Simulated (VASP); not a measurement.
# Si3N2 (P-62m) in VASP: single point with PBE

Aim: the single point of Si3N2 with PBE.

All numbers are computed with VASP 6.6.1; they aren't measurements. Logs are shortened: lines on timing, memory, paths and dates and some standing lists are left out, and cuts for length are marked.

## 1. The cell of the first run

Symmetry: P-62m, No. 189, hexagonal system. Conventional cell: a = 3.811 Å, b = 3.811 Å, c = 5.231 Å, α = 90.00°, β = 90.00°, γ = 120.00°. Within 2.0 Å of Si (site symmetry m2m) lie 1 N at 1.53 Å. N (site symmetry -62m) has 3 Si at 1.53 Å within 2.0 Å. N (site symmetry -62m) has 2 N at 2.62 Å and 6 Si at 3.03 Å within 3.4 Å.

## 2. Single point, PBE

Input file INCAR:

```
SYSTEM = Si3N2
PREC = Accurate
ENCUT = 520
EDIFF = 1E-6
ISMEAR = 0
SIGMA = 0.1
LREAL = .FALSE.
LASPH = .TRUE.
NELM = 80
ALGO = Normal
ISIF = 2
LWAVE = .FALSE.
LCHARG = .FALSE.
GGA = PE
NBANDS = 19
```

Input file KPOINTS:

```
regular mesh
0
G
  6 6 4
  0 0 0
```

Input file POSCAR:

```
Si3N2
1.0
    3.8107944300      0.0000000000      0.0000000000
   -1.9053972100      3.3002447800      0.0000000000
    0.0000000000      0.0000000000      5.2305439400
Si N
3 2
Direct
    0.5993157300      0.0000000000      0.0000000000
    0.0000000000      0.5993157300      0.0000000000
    0.4006842700      0.4006842700      0.0000000000
    0.0000000000      0.0000000000      0.0000000000
    0.0000000000      0.0000000000      0.5000000000
```

Potentials or basis: VASP PAW PBE potentials, release 64 (Si, N).

Started as:

```sh
$ cat potpaw_PBE.64/Si/POTCAR potpaw_PBE.64/N/POTCAR > POTCAR
$ mpirun -np 1 vasp_std > vasp.out
```

OUTCAR:

```text
SYSTEM = Si3N2
   PREC = Accurate
   ENCUT = 520
   EDIFF = 1E-6
   ISMEAR = 0
   LREAL = .FALSE.
   LASPH = .TRUE.
   NELM = 80
   ISIF = 2
   GGA = PE

 ion  position               nearest neighbor table
   1  0.599  0.000  0.000-   4 1.53   3 2.02   3 2.02   2 2.02   2 2.02   4 2.28   2 2.64   3 2.64

   2  0.000  0.599  0.000-   4 1.53   1 2.02   3 2.02   1 2.02   3 2.02   4 2.28   3 2.64   1 2.64

   3  0.401  0.401  0.000-   4 1.53   1 2.02   1 2.02   2 2.02   2 2.02   4 2.28   2 2.64   1 2.64

   4  0.000  0.000  0.000-   2 1.53   3 1.53   1 1.53   2 2.28   3 2.28   1 2.28
   5  0.000  0.000  0.500-

  LATTYP: Found a hexagonal cell.
 ALAT       =     3.8107944300
 C/A-ratio  =     1.3725599835

  Lattice vectors:

 A1 = (   3.8107944300,   0.0000000000,   0.0000000000)
 A2 = (  -1.9053972100,   3.3002447800,   0.0000000000)
 A3 = (   0.0000000000,   0.0000000000,   5.2305439400)

Analysis of symmetry for initial positions (statically):
=====================================================================
 Subroutine PRICEL returns:
 Original cell was already a primitive cell.

 Routine SETGRP: Setting up the symmetry group for a
 hexagonal supercell.

 Subroutine GETGRP returns: Found 12 space group operations
 (whereof 12 operations were pure point group operations)
 out of a pool of 24 trial point group operations.

The static configuration has the point symmetry D_3h.

Analysis of symmetry for dynamics (positions and initial velocities):
=====================================================================
 Subroutine PRICEL returns:
 Original cell was already a primitive cell.

 Routine SETGRP: Setting up the symmetry group for a
 hexagonal supercell.

 Subroutine GETGRP returns: Found 12 space group operations
 (whereof 12 operations were pure point group operations)
 out of a pool of 24 trial point group operations.

The dynamic configuration has the point symmetry D_3h.

 Subroutine INISYM returns: Found 12 space group operations
 (whereof 12 operations are pure point group operations),
 and found     1 'primitive' translations

----------------------------------------------------------------------------------------

                                     Primitive cell

  volume of cell :      65.7822

  direct lattice vectors                    reciprocal lattice vectors
     3.810794430  0.000000000  0.000000000     0.262412476  0.151503913  0.000000000
    -1.905397210  3.300244780  0.000000000     0.000000000  0.303007827  0.000000000
     0.000000000  0.000000000  5.230543940     0.000000000  0.000000000  0.191184705

  length of vectors
     3.810794430  3.810794423  5.230543940     0.303007827  0.303007827  0.191184705

  position of ions in fractional coordinates (direct lattice)
     0.599315730  0.000000000  0.000000000
     0.000000000  0.599315730  0.000000000
     0.400684270  0.400684270  0.000000000
     0.000000000  0.000000000  0.000000000
     0.000000000  0.000000000  0.500000000

  ion indices of the primitive-cell ions
   primitive index   ion index
                 1           1
                 2           2
                 3           3
                 4           4
                 5           5

----------------------------------------------------------------------------------------

 KPOINTS: regular mesh

Automatic generation of k-mesh.
 Grid dimensions read from file:
 generate k-points for:    6    6    4

 Generating k-lattice:

  Cartesian coordinates                     Fractional coordinates (reciprocal lattice)
     0.043735413  0.025250652  0.000000000     0.166666667  0.000000000  0.000000000
     0.000000000  0.050501305  0.000000000     0.000000000  0.166666667  0.000000000
     0.000000000  0.000000000  0.047796176     0.000000000  0.000000000  0.250000000

  Length of vectors
     0.050501304  0.050501305  0.047796176

  Shift w.r.t. Gamma in fractional coordinates (k-lattice)
     0.000000000  0.000000000  0.000000000

 Subroutine IBZKPT returns following result:
 ===========================================

 Found     21 irreducible k-points:

 Following reciprocal coordinates:
            Coordinates               Weight
  0.000000  0.000000  0.000000      1.000000
  0.166667  0.000000  0.000000      6.000000
  0.333333  0.000000  0.000000      6.000000
  0.500000  0.000000  0.000000      3.000000
  0.166667  0.166667  0.000000      6.000000
  0.333333  0.166667  0.000000     12.000000
[... 13 lines left out ...]
  0.333333  0.166667  0.500000     12.000000
  0.333333  0.333333  0.500000      2.000000
   k-points           NKPTS =     21   k-points in BZ     NKDIM =     21   number of bands    NBANDS=     19
   number of dos      NEDOS =    301   number of ions     NIONS =      5
   total plane-waves  NPLWV =  31360
   dimension x,y,z NGX =    28 NGY =   28 NGZ =   40
   dimension x,y,z NGXF=    56 NGYF=   56 NGZF=   80
   ions per type =               3   2
   NGX,Y,Z   is equivalent  to a cutoff of  12.22, 12.22, 12.71 a.u.
   NGXF,Y,Z  is equivalent  to a cutoff of  24.43, 24.43, 25.43 a.u.
 SYSTEM =  Si3N2
   PREC   = accura    normal or accurate (medium, high low for compatibility)
   ISTART =      0    job   : 0-new  1-cont  2-samecut
   ICHARG =      2    charge: 1-file 2-atom 10-const
   ISPIN  =      1    spin polarized calculation?
   LNONCOLLINEAR =      F non collinear calculations
   LSORBIT =      F    spin-orbit coupling
   LASPH  =      T    aspherical Exc in radial PAW
   ENCUT  =  520.0 eV  38.22 Ry    6.18 a.u.   7.09  7.09  9.73*2*pi/ulx,y,z
   NELM   =     80;   NELMIN=  2; NELMDL= -5     # of ELM steps
   EDIFF  = 0.1E-05   stopping-criterion for ELM
   LREAL  =      F    real-space projection
[... 7 lines left out ...]
   TEBEG  =    0.0;   TEEND  =   0.0 temperature during run
   PSTRESS=    0.0 pullay stress
   NELECT =      22.0000    total number of electrons
   NUPDOWN=      -1.0000    fix difference up-down
   EMIN   =  10.00;   EMAX   =-10.00  energy-range for DOS
   EFERMI =   0.00;   METHOD = LEGACY
   ISMEAR =     0;   SIGMA  =   0.10  broadening in eV -4-tet -1-fermi 0-gaus
   EFERMI_NEDOS =   21; number of points for ismear=-14 and -15
   IALGO  =     38    algorithm
   IMIX   =      4    mixing-type and parameters
     AMIX     =   0.40;   BMIX     =  1.00
     AMIX_MAG =   1.60;   BMIX_MAG =  1.00
  volume/ion in A,a.u.               =      13.16        88.78
  Fermi-wavevector in a.u.,A,eV,Ry     =   1.136352  2.147394 17.569147  1.291296
  Thomas-Fermi vector in A             =   2.273057
   LORBIT       =      0    0 simple, 1 ext, 2 COOP (PROOUT), +10 PAW based schemes
   GGA     = PE    functional components
   LHFCALC =     F    Hartree Fock is set to
   AEXX    =    0.0000 exact exchange contribution
   IVDW    =     0    specifies the selected vdW correction
   LEPSILON=     F    determine dielectric tensor
   LRPA    =     F    only Hartree local field effects (RPA)
 non-spin polarized calculation
 Gauss-broadening in eV      SIGMA  =   0.10
  energy-cutoff  :      520.00
  volume of cell :       65.78
 maximum number of plane-waves:      1794
   NGX = 15   NGY = 15   NGZ = 19

 number of electron      21.9999999 magnetization

 Free energy of the ion-electron system (eV)
  ---------------------------------------------------
  ext. energy  EPLUGINS =         0.00000000
  ---------------------------------------------------
  free energy    TOTEN  =       -13.55292973 eV

  energy without entropy =      -13.52546511  energy(sigma->0) =      -13.53919742

 E-fermi :   6.0146     XC(G=0):  -9.9790

 val. band max:        5.9526985718   @ k =   0.3333   0.1667   0.0000
 cond. band min:       6.0384265790   @ k =   0.1667   0.0000   0.2500
 fundamental gap:      0.0857280072
 Fermi energy:         6.0146052660

 k-point     1 :       0.0000    0.0000    0.0000
  band No.  band energies     occupation
      1     -15.1410      2.00000
      2      -5.8371      2.00000
      3      -4.8393      2.00000
      4      -4.4997      2.00000
      5      -4.4997      2.00000
      6      -2.3129      2.00000
[... 11 lines left out ...]
     18      12.9374      0.00000
     19      12.9374      0.00000

 k-point     2 :       0.1667    0.0000    0.0000
  band No.  band energies     occupation
      1     -14.9427      2.00000
      2      -6.6169      2.00000
      3      -5.7347      2.00000
      4      -4.7221      2.00000
      5      -2.9016      2.00000
      6      -2.0668      2.00000
[... 11 lines left out ...]
     18      13.0974      0.00000
     19      13.4763      0.00000

 k-point     3 :       0.3333    0.0000    0.0000
  band No.  band energies     occupation
      1     -14.4734      2.00000
      2      -8.1637      2.00000
      3      -5.6486      2.00000
      4      -5.1247      2.00000
      5      -3.1379      2.00000
      6      -1.4377      2.00000
[... 11 lines left out ...]
     18      12.8624      0.00000
     19      15.2473      0.00000

 k-point     4 :       0.5000    0.0000    0.0000
  band No.  band energies     occupation
      1     -14.1831      2.00000
      2      -8.8376      2.00000
      3      -5.6004      2.00000
      4      -5.3076      2.00000
      5      -3.4767      2.00000
      6      -0.9896      2.00000
[... 11 lines left out ...]
     18      13.2763      0.00000
     19      15.2462      0.00000

 k-point     5 :       0.1667    0.1667    0.0000
  band No.  band energies     occupation
      1     -14.6043      2.00000
      2      -7.6610      2.00000
      3      -5.6699      2.00000
      4      -5.6035      2.00000
      5      -1.6230      2.00000
      6      -1.6212      2.00000
[... 11 lines left out ...]
     18      12.9752      0.00000
     19      13.2573      0.00000

 k-point     6 :       0.3333    0.1667    0.0000
  band No.  band energies     occupation
      1     -14.1958      2.00000
      2      -8.4749      2.00000
      3      -6.4885      2.00000
      4      -5.5937      2.00000
      5      -1.8908      2.00000
      6      -1.0211      2.00000
[... 11 lines left out ...]
     18      13.1773      0.00000
     19      15.2813      0.00000

 k-point     7 :       0.3333    0.3333    0.0000
  band No.  band energies     occupation
      1     -14.0492      2.00000
      2      -7.9112      2.00000
      3      -7.9112      2.00000
      4      -5.5684      2.00000
      5      -0.7873      2.00000
      6      -0.2762      2.00000
[... 11 lines left out ...]
     18      13.4932      0.00000
     19      15.0399      0.00000

 k-point     8 :       0.0000    0.0000    0.2500
  band No.  band energies     occupation
      1     -15.1343      2.00000
      2      -6.0250      2.00000
      3      -4.8745      2.00000
      4      -4.4968      2.00000
      5      -4.4968      2.00000
      6      -1.8082      2.00000
[... 190 lines left out ...]
 k-point    17 :       0.3333    0.0000    0.5000
  band No.  band energies     occupation
      1     -14.4605      2.00000
      2      -8.1519      2.00000
      3      -5.9463      2.00000
      4      -5.1193      2.00000
      5      -3.1366      2.00000
      6      -0.5636      2.00000
[... 11 lines left out ...]
     18      13.3359      0.00000
     19      14.8676      0.00000

 k-point    18 :       0.5000    0.0000    0.5000
  band No.  band energies     occupation
      1     -14.1707      2.00000
      2      -8.8254      2.00000
      3      -5.8597      2.00000
      4      -5.3048      2.00000
      5      -3.4739      2.00000
      6      -0.1101      2.00000
[... 11 lines left out ...]
     18      14.9436      0.00000
     19      15.5043      0.00000

 k-point    19 :       0.1667    0.1667    0.5000
  band No.  band energies     occupation
      1     -14.5913      2.00000
      2      -7.6487      2.00000
      3      -5.9891      2.00000
      4      -5.5950      2.00000
      5      -1.6139      2.00000
      6      -1.5093      2.00000
[... 11 lines left out ...]
     18      12.8631      0.00000
     19      13.5817      0.00000

 k-point    20 :       0.3333    0.1667    0.5000
  band No.  band energies     occupation
      1     -14.1832      2.00000
      2      -8.4630      2.00000
      3      -6.4780      2.00000
      4      -5.8612      2.00000
      5      -1.8875      2.00000
      6      -0.1621      2.00000
[... 11 lines left out ...]
     18      13.6732      0.00000
     19      15.2880      0.00000

 k-point    21 :       0.3333    0.3333    0.5000
  band No.  band energies     occupation
      1     -14.0369      2.00000
      2      -7.8997      2.00000
      3      -7.8997      2.00000
      4      -5.8190      2.00000
      5      -0.2674      2.00000
      6      -0.2674      2.00000
[... 11 lines left out ...]
     18      13.5721      0.00000
     19      15.6952      0.00000

------------------------ aborting loop because EDIFF is reached ----------------------------------------

  FORCE on cell =-STRESS in cart. coord.  units (eV):
  Direction    XX          YY          ZZ          XY          YZ          ZX
  --------------------------------------------------------------------------------------
  -------------------------------------------------------------------------------------
  Total       60.9877464     60.9877463     -4.9229599      0.0000001      0.0000000      0.0000000
  in kB     1485.4041708   1485.4041663   -119.9025303      0.0000023      0.0000000      0.0000000
  external PRESSURE =     950.3019356 kB  Pullay stress =       0.0000000 kB

 VOLUME and BASIS-vectors are now :
 -----------------------------------------------------------------------------
  energy-cutoff  :      520.00
  volume of cell :       65.78
      direct lattice vectors                 reciprocal lattice vectors
     3.810794430  0.000000000  0.000000000     0.262412476  0.151503913  0.000000000
    -1.905397210  3.300244780  0.000000000     0.000000000  0.303007827  0.000000000
     0.000000000  0.000000000  5.230543940     0.000000000  0.000000000  0.191184705

 POSITION                                       TOTAL-FORCE (eV/Angst)
 -----------------------------------------------------------------------------------
      2.28387      0.00000      0.00000        -0.840520     -0.000000     -0.000000
     -1.14193      1.97789      0.00000         0.420260     -0.727912      0.000000
      0.76346      1.32236      0.00000         0.420260      0.727912      0.000000
      0.00000      0.00000      0.00000        -0.000000     -0.000000      0.000000
      0.00000      0.00000      2.61527        -0.000000     -0.000000      0.000000
 -----------------------------------------------------------------------------------
    total drift:                                0.000003      0.000006     -0.000001

  FREE ENERGIE OF THE ION-ELECTRON SYSTEM (eV)
  ---------------------------------------------------
  free  energy   TOTEN  =       -13.5529297261 eV

  energy  without entropy=      -13.5254651099  energy(sigma->0) =      -13.53919742
```

Run time: 19 s. Hardware: 1 thread of Intel Xeon Platinum 8488C (Sapphire Rapids), shared host; peak memory 0.17 GiB.

Results:

* Free energy: -13.5529 eV
* Pressure: 95.0 GPa
* Largest force: 0.841 eV/Å
* Band gap on the k mesh: zero (band 11 reaches 6.45 eV, above the bottom of band 12 at 5.28 eV)

Forces on the atoms (eV/Å):
```
Si  -0.841  0.000  0.000
Si   0.420 -0.728  0.000
Si   0.420  0.728  0.000
N    0.000  0.000  0.000
N    0.000  0.000  0.000
```
